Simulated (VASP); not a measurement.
# Ga in VASP: single point with PBE+D3(BJ)

Aim: the single point of Ga with PBE+D3(BJ).

Everything below comes from runs of VASP 6.6.1. Logs are shortened: lines on timing, memory, paths and dates and some standing lists are left out, and cuts for length are marked.

## (1) The cell of the first run

The cell holds a molecule in a box, 1 atom: a = 15.000 Å, b = 15.500 Å, c = 16.000 Å, α = 90.00°, β = 90.00°, γ = 90.00°.

## (2) Single point, PBE+D3(BJ), collinear spin, ferromagnetic start

Contents of INCAR:

```
PREC = Accurate ; ENCUT = 520
EDIFF = 1E-6 ; ISMEAR = 0
SIGMA = 0.005 ; LREAL = False
LASPH = True ; NELM = 150
ALGO = Normal ; ISIF = 2
LWAVE = False ; LCHARG = True
ISPIN = 2 ; MAGMOM = 1
LORBIT = 11 ; GGA = PE
IVDW = 12 ; LELF = True
LVHAR = True ; NBANDS = 16
ISYM = 0
```

Contents of KPOINTS:

```
Automatic mesh
0
Gamma
  1 1 1
```

Contents of POSCAR:

```
Ga
1.0
   15.0000000000      0.0000000000      0.0000000000
    0.0000000000     15.5000000000      0.0000000000
    0.0000000000      0.0000000000     16.0000000000
Ga
1
Direct
    0.5000000000      0.5000000000      0.5000000000
```

Potentials or basis: VASP PAW PBE potentials, release 64 (Ga_d).

Command:

```sh
$ cat potpaw_PBE.64/Ga_d/POTCAR > POTCAR
$ mpirun -np 1 vasp_gam > vasp.out
```

OUTCAR:

```text
PREC = Accurate
   ENCUT = 520
   EDIFF = 1E-6
   ISMEAR = 0
   LREAL = False
   LASPH = True
   NELM = 150
   ISIF = 2
   ISPIN = 2
   LORBIT = 11
   GGA = PE
   IVDW = 12
   ISYM = 0
 IVDW          = 12

 ion  position               nearest neighbor table
   1  0.500  0.500  0.500-

IMPORTANT INFORMATION: All symmetrisations will be switched off!
NOSYMM: (Re-)initialisation of all symmetry stuff for point group C_1.

----------------------------------------------------------------------------------------

                                     Primitive cell

  volume of cell :    3720.0000

  direct lattice vectors                    reciprocal lattice vectors
    15.000000000  0.000000000  0.000000000     0.066666667  0.000000000  0.000000000
     0.000000000 15.500000000  0.000000000     0.000000000  0.064516129  0.000000000
     0.000000000  0.000000000 16.000000000     0.000000000  0.000000000  0.062500000

  length of vectors
    15.000000000 15.500000000 16.000000000     0.066666667  0.064516129  0.062500000

  position of ions in fractional coordinates (direct lattice)
     0.500000000  0.500000000  0.500000000

  ion indices of the primitive-cell ions
   primitive index   ion index
                 1           1

----------------------------------------------------------------------------------------

 KPOINTS: Automatic mesh

Automatic generation of k-mesh.
 Grid dimensions read from file:
 generate k-points for:    1    1    1

 Generating k-lattice:

  Cartesian coordinates                     Fractional coordinates (reciprocal lattice)
     0.066666667  0.000000000  0.000000000     1.000000000  0.000000000  0.000000000
     0.000000000  0.064516129  0.000000000     0.000000000  1.000000000  0.000000000
     0.000000000  0.000000000  0.062500000     0.000000000  0.000000000  1.000000000

  Length of vectors
     0.066666667  0.064516129  0.062500000

  Shift w.r.t. Gamma in fractional coordinates (k-lattice)
     0.000000000  0.000000000  0.000000000

 Subroutine IBZKPT returns following result:
 ===========================================

 Found      1 irreducible k-points:

 Following reciprocal coordinates:
            Coordinates               Weight
  0.000000  0.000000  0.000000      1.000000
   k-points           NKPTS =      1   k-points in BZ     NKDIM =      1   number of bands    NBANDS=     16
   number of dos      NEDOS =    301   number of ions     NIONS =      1
   total plane-waves  NPLWV = ******
   dimension x,y,z NGX =   112 NGY =  120 NGZ =  120
   dimension x,y,z NGXF=   224 NGYF=  240 NGZF=  240
   ions per type =               1
   NGX,Y,Z   is equivalent  to a cutoff of  12.41, 12.87, 12.47 a.u.
   NGXF,Y,Z  is equivalent  to a cutoff of  24.83, 25.74, 24.94 a.u.
 SYSTEM =  unknown system
   PREC   = accura    normal or accurate (medium, high low for compatibility)
   ISTART =      0    job   : 0-new  1-cont  2-samecut
   ICHARG =      2    charge: 1-file 2-atom 10-const
   ISPIN  =      2    spin polarized calculation?
   LNONCOLLINEAR =      F non collinear calculations
   LSORBIT =      F    spin-orbit coupling
   LASPH  =      T    aspherical Exc in radial PAW
   ENCUT  =  520.0 eV  38.22 Ry    6.18 a.u.  27.89 28.82 29.75*2*pi/ulx,y,z
   NELM   =    150;   NELMIN=  2; NELMDL= -5     # of ELM steps
   EDIFF  = 0.1E-05   stopping-criterion for ELM
   LREAL  =      F    real-space projection
   EDIFFG = 0.1E-04   stopping-criterion for IOM
   NSW    =      0    number of steps for IOM
   IBRION =     -1    ionic relax: 0-MD 1-quasi-New 2-CG
   NFREE  =      0    steps in history (QN), initial steepest desc. (CG)
   ISIF   =      2    stress and relaxation
   ISYM   =      0    0-nonsym 1-usesym 2-fastsym
   POTIM  = 0.5000    time-step for ionic-motion
   TEBEG  =    0.0;   TEEND  =   0.0 temperature during run
   PSTRESS=    0.0 pullay stress
   NELECT =      13.0000    total number of electrons
   NUPDOWN=      -1.0000    fix difference up-down
   EMIN   =  10.00;   EMAX   =-10.00  energy-range for DOS
   EFERMI =   0.00;   METHOD = LEGACY
   ISMEAR =     0;   SIGMA  =   0.01  broadening in eV -4-tet -1-fermi 0-gaus
   EFERMI_NEDOS =   21; number of points for ismear=-14 and -15
   IALGO  =     38    algorithm
   IMIX   =      4    mixing-type and parameters
     AMIX     =   0.40;   BMIX     =  1.00
     AMIX_MAG =   1.60;   BMIX_MAG =  1.00
  volume/ion in A,a.u.               =    3720.00     25103.80
  Fermi-wavevector in a.u.,A,eV,Ry     =   0.248432  0.469469  0.839734  0.061719
  Thomas-Fermi vector in A             =   1.062816
   LORBIT       =     11    0 simple, 1 ext, 2 COOP (PROOUT), +10 PAW based schemes
   GGA     = PE    functional components
   LHFCALC =     F    Hartree Fock is set to
   AEXX    =    0.0000 exact exchange contribution
   IVDW    =    12    specifies the selected vdW correction
   LEPSILON=     F    determine dielectric tensor
   LRPA    =     F    only Hartree local field effects (RPA)
 spin polarized calculation
 Gauss-broadening in eV      SIGMA  =   0.01
  energy-cutoff  :      520.00
  volume of cell :     3720.00
 maximum number of plane-waves:     50071
 NGX is ok and might be reduce to   112
   NGX = 55   NGY = 57   NGZ = 59

 number of electron      13.0000007 magnetization       1.0000000

 Free energy of the ion-electron system (eV)
  ---------------------------------------------------
  ext. energy  EPLUGINS =         0.00000000
  ---------------------------------------------------
  free energy    TOTEN  =        -0.28719063 eV

  energy without entropy =       -0.28719063  energy(sigma->0) =       -0.28719063

 E-fermi :  -2.8298     XC(G=0):  -0.2975

 val. band max:       -2.8805719037   @ k =   0.0000   0.0000   0.0000
 cond. band min:      -2.6197225578   @ k =   0.0000   0.0000   0.0000
 fundamental gap:      0.2608493460
 Fermi energy:        -2.8298391963

 spin component 1

 k-point     1 :       0.0000    0.0000    0.0000
  band No.  band energies     occupation
      1     -19.1686      1.00000
      2     -19.1686      1.00000
      3     -18.9966      1.00000
      4     -18.9965      1.00000
      5     -18.9314      1.00000
      6      -9.0708      1.00000
      7      -2.8806      1.00000
      8      -2.6197      0.00000
      9      -2.6195      0.00000
     10      -0.4342      0.00000
     11       0.2984      0.00000
     12       0.3039      0.00000
     13       0.4460      0.00000
     14       0.4485      0.00000
     15       0.4739      0.00000
     16       0.4889      0.00000
 Fermi energy:        -2.8298391963

 spin component 2

 k-point     1 :       0.0000    0.0000    0.0000
  band No.  band energies     occupation
      1     -19.1671      1.00000
      2     -19.1671      1.00000
      3     -18.9103      1.00000
      4     -18.9102      1.00000
      5     -18.8299      1.00000
      6      -8.4920      1.00000
      7      -2.2849      0.00000
      8      -2.2844      0.00000
      9      -1.5975      0.00000
     10      -0.0886      0.00000
     11       0.4476      0.00000
     12       0.5867      0.00000
     13       0.5878      0.00000
     14       0.6235      0.00000
     15       0.6493      0.00000
     16       0.6700      0.00000

------------------------ aborting loop because EDIFF is reached ----------------------------------------

 Edisp (eV)   -0.00009

 E8    (eV) :    -0.0000

  FORCE on cell =-STRESS in cart. coord.  units (eV):
  Direction    XX          YY          ZZ          XY          YZ          ZX
  --------------------------------------------------------------------------------------
  -------------------------------------------------------------------------------------
  Total      -0.01160    -0.01662    -0.00570     0.00172    -0.00980     0.00521
  in kB      -0.00500    -0.00716    -0.00246     0.00074    -0.00422     0.00224
  external pressure =       -0.00 kB  Pullay stress =        0.00 kB

 VOLUME and BASIS-vectors are now :
 -----------------------------------------------------------------------------
  energy-cutoff  :      520.00
  volume of cell :     3720.00
      direct lattice vectors                 reciprocal lattice vectors
    15.000000000  0.000000000  0.000000000     0.066666667  0.000000000  0.000000000
     0.000000000 15.500000000  0.000000000     0.000000000  0.064516129  0.000000000
     0.000000000  0.000000000 16.000000000     0.000000000  0.000000000  0.062500000

 POSITION                                       TOTAL-FORCE (eV/Angst)
 -----------------------------------------------------------------------------------
      7.50000      7.75000      8.00000         0.000000     -0.000000     -0.000001
 -----------------------------------------------------------------------------------
    total drift:                                0.000000     -0.000000     -0.000001

  FREE ENERGIE OF THE ION-ELECTRON SYSTEM (eV)
  ---------------------------------------------------
  free  energy   TOTEN  =        -0.2872851083 eV

  energy  without entropy=       -0.2872851083  energy(sigma->0) =       -0.28728511

 total charge

# of ion       s       p       d       tot
------------------------------------------
    1        1.193   0.280   9.914  11.387

 magnetization (x)

# of ion       s       p       d       tot
------------------------------------------
    1       -0.007   0.280  -0.002   0.271
```

Run time: 8.9 min. Hardware: 1 thread of Intel Xeon Platinum 8488C (Sapphire Rapids), shared host; peak memory 3.4 GiB.

What came out:

```
Free energy                                           : -0.2873 eV
Gap between the frontier levels                       : 0.26 eV
Net moment                                            : 1.00 μB per cell
Site moments                                          : Ga +0.27 μB
Valence electrons inside the program's atomic spheres : Ga 11.39
Dispersion energy per atom                            : 0.000 eV
```

Levels at points of the mesh, in eV from the valence-band top:
Spin up:
```
           k point  band 3  band 4  band 5  band 6  band 7  band 8  band 9  band 10  band 11  band 12
(0.00, 0.00, 0.00)  -16.12  -16.12  -16.05   -6.19    0.00    0.26    0.26     2.45     3.18     3.18
```
Spin down:
| k point | band 4 | band 5 | band 6 | band 7 | band 8 | band 9 |
| --- | --- | --- | --- | --- | --- | --- |
| (0.00, 0.00, 0.00) | -16.03 | -15.95 | -5.61 | 0.60 | 0.60 | 1.28 |
